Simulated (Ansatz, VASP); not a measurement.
One calculation of Ir, two programs

File INCAR:

```
  ALGO = Fast
  EDIFF = 1E-6
  ENCUT = 520
  GGA = PS
  ISIF = 2
  ISMEAR = 0
  LASPH = True
  LCHARG = False
  LREAL = False
  LWAVE = False
  NBANDS = 16
  NELM = 100
  PREC = Accurate
  SIGMA = 0.15
```

The input KPOINTS:

```
k-points
0
Gamma
  18 18 12
```

POSCAR

```
Ir
1.0
    2.7513778946      0.0103176671      0.0000000000
   -1.3667535855      2.3776043186      0.0000000000
    0.0000000000      0.0000000000      4.4622900000
Ir
2
Direct
    0.6666666667      0.3333333333      0.7500000000
    0.3333333333      0.6666666667      0.2500000000
```

Input for Ansatz:

```yaml
crystal:
  lattice:
    - [2.7513778946, 0.0103176671, 0.0]
    - [-1.3667535855, 2.3776043186, 0.0]
    - [0.0, 0.0, 4.46229]
  atoms:
    - { symbol: Ir, position: [0.6666666667, 0.3333333333, 0.75] }
    - { symbol: Ir, position: [0.3333333333, 0.6666666667, 0.25] }
basis:
  ecutwfc: 420
kpoints:
  mp_grid: { grid: [18, 18, 12] }
hamiltonian:
  xc: pbesol
scf:
  occupations: { method: gaussian, width: 0.15 }
output:
  forces: true
  stress: true
  eigenvalues: true
```

Change from the starting cell: strain +0.0075 x Voigt [0, 0, 0, 0, 0, 1], atoms carried along.

Alike in both runs: task single point; functional PBEsol; k mesh 18 × 18 × 12; occupations gaussian, width 0.15 eV; no spin polarisation.

|  | VASP | Ansatz |
| --- | --- | --- |
| version | VASP 6.6.1 | Ansatz 0.2.0 |
| potentials or method | VASP PAW PBE potentials, release 64 (Ir), cutoff 520 eV | scalar-relativistic, plane waves, PAW |
| valence electrons in the cell | 18 | 34 |

```csv
,VASP,Ansatz,Ansatz less VASP
gap on the k mesh at the Fermi level (eV),none,none,-
pressure (GPa),-11.7,-12.5,-0.74
"traceless stress, the component that is largest in VASP (GPa)",-1.46,-1.46,+0.001
rms of the force components (eV/Å),0.005,0.005,-0.0003
```

VASP's potentials were made for PBE, not for PBEsol. Atom by atom the forces differ by 0.000 eV/Å (rms over components). A gap of «none» marks a metal or a gap that the smearing closes. The functional is the same, so the differences come from potentials, cutoffs and numerics. VASP's potentials hold 18 valence electrons a cell and Ansatz's 34, so a difference there can come from the potentials and not from the codes.

Spin-orbit coupling is off throughout.
